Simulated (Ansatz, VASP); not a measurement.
**RbBr: VASP beside Ansatz**

```xyz
2
Lattice="-0.0557 3.4608 3.4608 3.4608 -0.0557 3.4608 3.4051 3.4051 0.0000" Properties=species:S:1:pos:R:3 pbc="T T T"
Rb    0.0000    0.0000    0.0000
Br    3.4051    3.4051    3.4608
```

Change from the starting cell: shear_xy strain -3.2%.

Alike in both runs: task single point; functional HSE06; k mesh 4 × 4 × 4; no spin polarisation.

|  | VASP | Ansatz |
| --- | --- | --- |
| version | VASP 6.6.1 | Ansatz 0.2.0 |
| potentials or method | VASP PAW PBE potentials, release 64 (Rb_sv, Br) | plane waves, PAW |
| plane-wave cutoff (eV) | 520 | 420 |
| occupations | gaussian, width 0.01 eV | fixed |
| valence electrons in the cell | 16 | 16 |

```csv
,VASP,Ansatz,Ansatz less VASP
gap on the k mesh at the Fermi level (eV),5.41,5.41,+0.001
pressure (GPa),0.3,0.3,0.00
"traceless stress, the component that is largest in VASP (GPa)",0.13,0.13,0.000
```

Ansatz's warnings: stress exchange threshold loose, stress scf threshold loose.
